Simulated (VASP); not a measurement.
# TaN (P-6m2) in VASP: notebook

Runs on TaN. Level: PBEsol. Tasks: electric field gradients.

Program: VASP 6.6.1. These are calculated values, not measurements. Logs are shortened: lines on timing, memory, paths and dates and some standing lists are left out, and cuts for length are marked.

## 1. The cell of the first run

Symmetry: P-6m2, No. 187, hexagonal system. The conventional cell has a = 2.878 Å, b = 2.878 Å, c = 2.824 Å, α = 90.00°, β = 90.00°, γ = 120.00°. Ta (site symmetry -6m2) has 6 N at 2.18 Å and 8 Ta at 2.82 to 2.88 Å within 2.9 Å. Within 2.9 Å of N (site symmetry -6m2) lie 6 Ta at 2.18 Å and 8 N at 2.82 to 2.88 Å.

## 2. Electric field gradients, PBEsol (volume scaled by 0.94)

File INCAR:

```
ALGO = Normal ; EDIFF = 1E-8
ENCUT = 520 ; GGA = PS
GGA_COMPAT = False ; ISIF = 2
ISMEAR = -1 ; LASPH = True
LCHARG = False ; LEFG = True
LREAL = False ; LWAVE = False
NBANDS = 16 ; NELM = 120
PREC = Accurate ; SIGMA = 0.02
```

File KPOINTS:

```
k-points
0
Gamma
  12 12 10
```

File POSCAR:

```
TaN
1.0
    2.8780228691      0.0000000000      0.0000000000
   -1.4390114346      2.4924409174      0.0000000000
    0.0000000000      0.0000000000      2.8241467514
Ta N
1 1
Direct
    0.3333333333      0.6666666667      0.5000000000
    0.0000000000      0.0000000000      0.0000000000
```

Potentials or basis: VASP PAW PBE potentials, release 64 (Ta_sv_GW, N).

Launch:

```sh
$ cat potpaw_PBE.64/Ta_sv_GW/POTCAR potpaw_PBE.64/N/POTCAR > POTCAR
$ mpirun -np 1 vasp_std > vasp.out
```

OUTCAR:

```text
EDIFF = 1E-8
   ENCUT = 520
   GGA = PS
   ISIF = 2
   ISMEAR = -1
   LASPH = True
   LREAL = False
   NELM = 120
   PREC = Accurate

 ion  position               nearest neighbor table
   1  0.333  0.667  0.500-   2 2.18   2 2.18   2 2.18   2 2.18   2 2.18   2 2.18
   2  0.000  0.000  0.000-   1 2.18   1 2.18   1 2.18   1 2.18   1 2.18   1 2.18

  LATTYP: Found a hexagonal cell.
 ALAT       =     2.8780228691
 C/A-ratio  =     0.9812801634

  Lattice vectors:

 A1 = (   2.8780228691,   0.0000000000,   0.0000000000)
 A2 = (  -1.4390114346,   2.4924409174,   0.0000000000)
 A3 = (   0.0000000000,   0.0000000000,   2.8241467514)

Analysis of symmetry for initial positions (statically):
=====================================================================
 Subroutine PRICEL returns:
 Original cell was already a primitive cell.

 Routine SETGRP: Setting up the symmetry group for a
 hexagonal supercell.

 Subroutine GETGRP returns: Found 12 space group operations
 (whereof 12 operations were pure point group operations)
 out of a pool of 24 trial point group operations.

The static configuration has the point symmetry D_3h.

Analysis of symmetry for dynamics (positions and initial velocities):
=====================================================================
 Subroutine PRICEL returns:
 Original cell was already a primitive cell.

 Routine SETGRP: Setting up the symmetry group for a
 hexagonal supercell.

 Subroutine GETGRP returns: Found 12 space group operations
 (whereof 12 operations were pure point group operations)
 out of a pool of 24 trial point group operations.

The dynamic configuration has the point symmetry D_3h.

 Subroutine INISYM returns: Found 12 space group operations
 (whereof 12 operations are pure point group operations),
 and found     1 'primitive' translations

----------------------------------------------------------------------------------------

                                     Primitive cell

  volume of cell :      20.2585

  direct lattice vectors                    reciprocal lattice vectors
     2.878022869  0.000000000  0.000000000     0.347460755  0.200606561  0.000000000
    -1.439011435  2.492440917  0.000000000     0.000000000  0.401213121  0.000000000
[... 117 lines left out ...]
  energy-cutoff  :      520.00
  volume of cell :       20.26
 maximum number of plane-waves:       562
 NGX is ok and might be reduce to    24
   NGX = 11   NGY = 11   NGZ = 11

 number of electron      18.0000001 magnetization

 Free energy of the ion-electron system (eV)
  ---------------------------------------------------
  ext. energy  EPLUGINS =         0.00000000
  ---------------------------------------------------
  free energy    TOTEN  =       -26.27725658 eV

  energy without entropy =      -26.27715806  energy(sigma->0) =      -26.27720732

 E-fermi :  13.3126     XC(G=0): -14.2306

 val. band max:       13.1785874345   @ k =   0.0000   0.0000   0.4000
 cond. band min:      13.3547190902   @ k =   0.0833  -0.0000   0.5000
 fundamental gap:      0.1761316556
 Fermi energy:        13.3126094260

 k-point     1 :       0.0000    0.0000    0.0000
  band No.  band energies     occupation
      1     -55.0991      2.00000
      2     -21.3776      2.00000
      3     -21.0820      2.00000
      4     -21.0820      2.00000
      5      -4.9758      2.00000
      6       8.3670      2.00000
[... 433 lines left out ...]
      3     -21.3462      2.00000
      4     -21.2890      2.00000
      5      -3.0378      2.00000
      6       5.2854      2.00000
[... 8 lines left out ...]
     15      26.8539      0.00000
     16      30.0396      0.00000

 [... further k-points ...]
[... 5 lines left out ...]
  --------------------------------------------------------------------------------------
  -------------------------------------------------------------------------------------
  Total        2.3242265      2.3242265      2.6716407     -0.0000000      0.0000000      0.0000000
  in kB      183.8157267    183.8157267    211.2916162     -0.0000000      0.0000000      0.0000000
  external PRESSURE =     192.9743565 kB  Pullay stress =       0.0000000 kB

 VOLUME and BASIS-vectors are now :
 -----------------------------------------------------------------------------
  energy-cutoff  :      520.00
  volume of cell :       20.26
      direct lattice vectors                 reciprocal lattice vectors
     2.878022869  0.000000000  0.000000000     0.347460755  0.200606561  0.000000000
    -1.439011435  2.492440917  0.000000000     0.000000000  0.401213121  0.000000000
     0.000000000  0.000000000  2.824146751     0.000000000  0.000000000  0.354089248

 POSITION                                       TOTAL-FORCE (eV/Angst)
 -----------------------------------------------------------------------------------
     -0.00000      1.66163      1.41207        -0.000000      0.000000      0.000000
      0.00000      0.00000      0.00000         0.000000      0.000000      0.000000
 -----------------------------------------------------------------------------------
    total drift:                                0.000000     -0.000000     -0.000000

  FREE ENERGIE OF THE ION-ELECTRON SYSTEM (eV)
  ---------------------------------------------------
  free  energy   TOTEN  =       -26.2772565840 eV

  energy  without entropy=      -26.2771580635  energy(sigma->0) =      -26.27720732

 Electric field gradients (V/A^2)
---------------------------------------------------------------------
 ion       V_xx      V_yy      V_zz      V_xy      V_xz      V_yz
---------------------------------------------------------------------
   1     -13.021   -13.021    26.042    -0.000     0.000    -0.000
   2       0.321     0.321    -0.642     0.000    -0.000     0.000
---------------------------------------------------------------------

 Electric field gradients after diagonalization (V/A^2)
 (convention: |V_zz| > |V_xx| > |V_yy|)
----------------------------------------------------------------------
 ion       V_xx      V_yy      V_zz     asymmetry (V_yy - V_xx)/ V_zz
----------------------------------------------------------------------
   1     -13.022   -13.021    26.042       0.000
   2       0.321     0.320    -0.642       0.002
----------------------------------------------------------------------

           NMR quadrupolar parameters

 Cq : quadrupolar parameter    Cq=e*Q*V_zz/h
 eta: asymmetry parameters     (V_yy - V_xx)/ V_zz
 Q  : nuclear electric quadrupole moment in mb (millibarn)
----------------------------------------------------------------------
 ion       Cq(MHz)       eta       Q (mb)
----------------------------------------------------------------------
   1       0.063       0.000       1.000
   2      -0.002       0.002       1.000
----------------------------------------------------------------------
```

stdout:

```text
POSCAR found type information on POSCAR TaN
 POSCAR found :  2 types and       2 ions
 scaLAPACK will be used
 -----------------------------------------------------------------------------
|                                                                             |
|                                                                             |
|     You enforced a specific xc type in the INCAR file but a different       |
|     I HOPE YOU KNOW WHAT YOU ARE DOING!                                     |
|                                                                             |
 -----------------------------------------------------------------------------

 LDA part: xc-table for (Slater+PW92), standard interpolation
 POSCAR, INCAR and KPOINTS ok, starting setup
 FFT: planning ... GRIDC
 FFT: planning ... GRID_SOFT
 FFT: planning ... GRID
 WAVECAR not read
 entering main loop
ion   1

ion   2
```

Wall time 67 s (1 thread of AMD EPYC 7R43 (Zen 3), shared host); peak memory 0.14 GiB.

What came out:

```yaml
Free_energy: -26.2773 eV
Pressure: 19.3 GPa
Band_gap_on_the_k_mesh: zero (band 9 reaches 13.63 eV, above the bottom of band 10 at 13.09 eV)
```

Levels at points of the mesh, in eV from the Fermi level:
| k point | band 5 | band 6 | band 7 | band 8 | band 9 | band 10 | band 11 | band 12 | band 13 | band 14 |
| --- | --- | --- | --- | --- | --- | --- | --- | --- | --- | --- |
| (0.00, 0.00, 0.00) | -18.29 | -4.95 | -4.95 | -4.62 | -3.08 | 2.56 | 3.78 | 3.78 | 4.25 | 4.25 |
| (0.50, 0.00, 0.00) | -15.74 | -8.75 | -5.61 | -3.86 | -3.37 | 3.14 | 4.31 | 5.45 | 5.67 | 7.89 |
| (0.00, 0.00, 0.50) | -15.25 | -9.86 | -4.07 | -4.07 | -0.22 | -0.22 | 2.51 | 3.37 | 3.37 | 8.56 |
| (0.50, 0.00, 0.50) | -16.21 | -7.80 | -6.53 | -6.16 | -0.30 | 4.50 | 5.76 | 6.55 | 7.59 | 10.94 |

Electric field gradients, principal values (V/Å²):
```csv
atom,least,middle,greatest (by size)
1 Ta,-13.021,-13.022,26.042
2 N,0.320,0.321,-0.642
```

Caveat: the cell differs from its parent crystal (volume scaled by 0.94); without QUAD_EFG the Cq values of the log hold for a quadrupole moment of 1 mb, not for the nuclei; the PAW data sets were made with another functional, which shifts forces and pressure a little; spin-orbit coupling is left out, which moves the levels of the heavy elements.

## 3. Electric field gradients, PBEsol

This run uses another cell than the first one, of 10.78 Å³/atom, 1.064 times its volume.

File INCAR:

```
  ALGO = Normal
  EDIFF = 1E-8
  ENCUT = 520
  GGA = PS
  GGA_COMPAT = F
  ISIF = 2
  ISMEAR = -1
  LASPH = T
  LCHARG = F
  LEFG = T
  LREAL = F
  LWAVE = F
  NBANDS = 16
  NELM = 120
  PREC = Accurate
  SIGMA = 0.02
```

KPOINTS is that of step 2.

File POSCAR:

```
TaN
1.0
    2.9379988584      0.0000000000      0.0000000000
   -1.4689994292      2.5443816477      0.0000000000
    0.0000000000      0.0000000000      2.8830000000
Ta N
1 1
Direct
    0.3333333333      0.6666666667      0.5000000000
    0.0000000000      0.0000000000      0.0000000000
```

Potentials or basis: VASP PAW PBE potentials, release 64 (Ta_sv_GW, N).

Launch:

```sh
$ cat potpaw_PBE.64/Ta_sv_GW/POTCAR potpaw_PBE.64/N/POTCAR > POTCAR
$ mpirun -np 1 vasp_std > vasp.out
```

OUTCAR:

```text
EDIFF = 1E-8
   ENCUT = 520
   GGA = PS
   ISIF = 2
   ISMEAR = -1
   LASPH = T
   LREAL = F
   NELM = 120
   PREC = Accurate

 ion  position               nearest neighbor table
   1  0.333  0.667  0.500-   2 2.23   2 2.23   2 2.23   2 2.23   2 2.23   2 2.23
   2  0.000  0.000  0.000-   1 2.23   1 2.23   1 2.23   1 2.23   1 2.23   1 2.23

  LATTYP: Found a hexagonal cell.
 ALAT       =     2.9379988584
 C/A-ratio  =     0.9812801635

  Lattice vectors:

 A1 = (   2.9379988584,   0.0000000000,   0.0000000000)
 A2 = (  -1.4689994292,   2.5443816477,   0.0000000000)
 A3 = (   0.0000000000,   0.0000000000,   2.8830000000)

Analysis of symmetry for initial positions (statically):
=====================================================================
 Subroutine PRICEL returns:
 Original cell was already a primitive cell.

 Routine SETGRP: Setting up the symmetry group for a
 hexagonal supercell.

 Subroutine GETGRP returns: Found 12 space group operations
 (whereof 12 operations were pure point group operations)
 out of a pool of 24 trial point group operations.

The static configuration has the point symmetry D_3h.

Analysis of symmetry for dynamics (positions and initial velocities):
=====================================================================
 Subroutine PRICEL returns:
 Original cell was already a primitive cell.

 Routine SETGRP: Setting up the symmetry group for a
 hexagonal supercell.

 Subroutine GETGRP returns: Found 12 space group operations
 (whereof 12 operations were pure point group operations)
 out of a pool of 24 trial point group operations.

The dynamic configuration has the point symmetry D_3h.

[... 150 lines left out ...]
 fundamental gap:      0.1555704632
 Fermi energy:        12.3898595353

 k-point     1 :       0.0000    0.0000    0.0000
  band No.  band energies     occupation
      1     -56.1911      2.00000
      2     -22.4753      2.00000
      3     -22.2153      2.00000
      4     -22.2153      2.00000
      5      -5.4273      2.00000
      6       7.7260      2.00000
[... 433 lines left out ...]
      3     -22.4524      2.00000
      4     -22.3828      2.00000
      5      -3.6778      2.00000
      6       4.7237      2.00000
[... 8 lines left out ...]
     15      25.3121      0.00000
     16      28.2519      0.00000

 [... further k-points ...]
[... 5 lines left out ...]
  --------------------------------------------------------------------------------------
  -------------------------------------------------------------------------------------
  Total       -0.6801473     -0.6801473     -0.7035593     -0.0000000      0.0000000      0.0000000
  in kB      -50.5632542    -50.5632543    -52.3037436     -0.0000000      0.0000000      0.0000000
  external PRESSURE =     -51.1434174 kB  Pullay stress =       0.0000000 kB

 VOLUME and BASIS-vectors are now :
 -----------------------------------------------------------------------------
  energy-cutoff  :      520.00
  volume of cell :       21.55
      direct lattice vectors                 reciprocal lattice vectors
     2.937998858  0.000000000  0.000000000     0.340367729  0.196511400  0.000000000
    -1.468999429  2.544381648  0.000000000     0.000000000  0.393022800  0.000000000
     0.000000000  0.000000000  2.883000000     0.000000000  0.000000000  0.346860909

 POSITION                                       TOTAL-FORCE (eV/Angst)
 -----------------------------------------------------------------------------------
     -0.00000      1.69625      1.44150        -0.000000      0.000000      0.000000
      0.00000      0.00000      0.00000         0.000000     -0.000000      0.000000
 -----------------------------------------------------------------------------------
    total drift:                                0.000000     -0.000000     -0.000000

  FREE ENERGIE OF THE ION-ELECTRON SYSTEM (eV)
  ---------------------------------------------------
  free  energy   TOTEN  =       -26.3344068331 eV

  energy  without entropy=      -26.3343069988  energy(sigma->0) =      -26.33435692

 Electric field gradients (V/A^2)
---------------------------------------------------------------------
 ion       V_xx      V_yy      V_zz      V_xy      V_xz      V_yz
---------------------------------------------------------------------
   1     -17.253   -17.253    34.506     0.000     0.000     0.000
   2      -0.168    -0.167     0.334     0.001    -0.000    -0.000
---------------------------------------------------------------------

 Electric field gradients after diagonalization (V/A^2)
 (convention: |V_zz| > |V_xx| > |V_yy|)
----------------------------------------------------------------------
 ion       V_xx      V_yy      V_zz     asymmetry (V_yy - V_xx)/ V_zz
----------------------------------------------------------------------
   1     -17.253   -17.253    34.506       0.000
   2      -0.168    -0.166     0.334       0.007
----------------------------------------------------------------------

           NMR quadrupolar parameters

 Cq : quadrupolar parameter    Cq=e*Q*V_zz/h
 eta: asymmetry parameters     (V_yy - V_xx)/ V_zz
 Q  : nuclear electric quadrupole moment in mb (millibarn)
----------------------------------------------------------------------
 ion       Cq(MHz)       eta       Q (mb)
----------------------------------------------------------------------
   1       0.083       0.000       1.000
   2       0.001       0.007       1.000
----------------------------------------------------------------------
```

OSZICAR:

```text
N       E                     dE             d eps       ncg     rms          rms(c)
DAV:   1     0.999522220587E+02    0.99952E+02   -0.11333E+04  3696   0.114E+03
DAV:   2    -0.248829989634E+02   -0.12484E+03   -0.12067E+03  5112   0.307E+02
DAV:   3    -0.296705141691E+02   -0.47875E+01   -0.47834E+01  4336   0.540E+01
DAV:   4    -0.297840836139E+02   -0.11357E+00   -0.11357E+00  5256   0.580E+00
DAV:   5    -0.297881319023E+02   -0.40483E-02   -0.40483E-02  4320   0.795E-01    0.607E+01
DAV:   6    -0.265037856264E+02    0.32843E+01   -0.66773E+00  4192   0.222E+01    0.595E+01
DAV:   7    -0.263796941410E+02    0.12409E+00   -0.49348E-01  3952   0.569E+00    0.247E+01
DAV:   8    -0.263356818661E+02    0.44012E-01   -0.11521E-01  4720   0.263E+00    0.421E+00
DAV:   9    -0.263345505688E+02    0.11313E-02   -0.49327E-03  4776   0.691E-01    0.743E-01
DAV:  10    -0.263344092889E+02    0.14128E-03   -0.14061E-03  3816   0.370E-01    0.959E-02
DAV:  11    -0.263344103238E+02   -0.10349E-05   -0.44947E-05  4400   0.735E-02    0.117E-01
DAV:  12    -0.263344067528E+02    0.35710E-05   -0.46823E-06  4648   0.217E-02    0.731E-03
DAV:  13    -0.263344068344E+02   -0.81659E-07   -0.45769E-07  4144   0.552E-03    0.188E-02
DAV:  14    -0.263344068331E+02    0.12635E-08   -0.17213E-08  4112   0.102E-03
   1 F= -.26334407E+02 E0= -.26334357E+02  d E =-.998343E-04
```

stdout:

```text
POSCAR found type information on POSCAR TaN
 POSCAR found :  2 types and       2 ions
 scaLAPACK will be used
 -----------------------------------------------------------------------------
|                                                                             |
|                                                                             |
|     You enforced a specific xc type in the INCAR file but a different       |
|     I HOPE YOU KNOW WHAT YOU ARE DOING!                                     |
|                                                                             |
 -----------------------------------------------------------------------------

 LDA part: xc-table for (Slater+PW92), standard interpolation
 POSCAR, INCAR and KPOINTS ok, starting setup
 FFT: planning ... GRIDC
 FFT: planning ... GRID_SOFT
 FFT: planning ... GRID
 WAVECAR not read
 entering main loop
ion   1

ion   2
```

It took 15 s on 1 thread of Intel Xeon 6975P-C (Granite Rapids), shared host; peak memory 0.18 GiB.

What came out:

```
Free energy            : -26.3344 eV
Pressure               : -5.1 GPa
Band gap on the k mesh : zero (band 9 reaches 12.69 eV, above the bottom of band 10 at 12.19 eV)
```

Stress tensor (GPa, compression positive):
```
-5.06  0.00  0.00
 0.00 -5.06  0.00
 0.00  0.00 -5.23
```

Levels at points of the mesh, in eV from the Fermi level:
```
           k point  band 6  band 7  band 8  band 9  band 10  band 11  band 12  band 13
(0.00, 0.00, 0.00)   -4.66   -4.66   -4.32   -3.01     2.09     3.49     3.49     3.89
(0.50, 0.00, 0.00)   -8.41   -5.30   -3.59   -3.27     2.89     3.94     5.09     5.21
(0.00, 0.00, 0.50)   -9.47   -3.84   -3.84   -0.20    -0.20     2.33     3.19     3.19
(0.50, 0.00, 0.50)   -7.44   -6.30   -5.79   -0.44     4.05     5.27     5.98     6.99
```

Electric field gradients, principal values (V/Å²):
| atom | least | middle | greatest (by size) |
| --- | --- | --- | --- |
| 1 Ta | -17.253 | -17.253 | 34.506 |
| 2 N | -0.166 | -0.168 | 0.334 |

Caveat: without QUAD_EFG the Cq values of the log hold for a quadrupole moment of 1 mb, not for the nuclei; the PAW data sets were made with another functional, which shifts forces and pressure a little; spin-orbit coupling is left out, which moves the levels of the heavy elements.

(Part 1 of 2 ends here.)
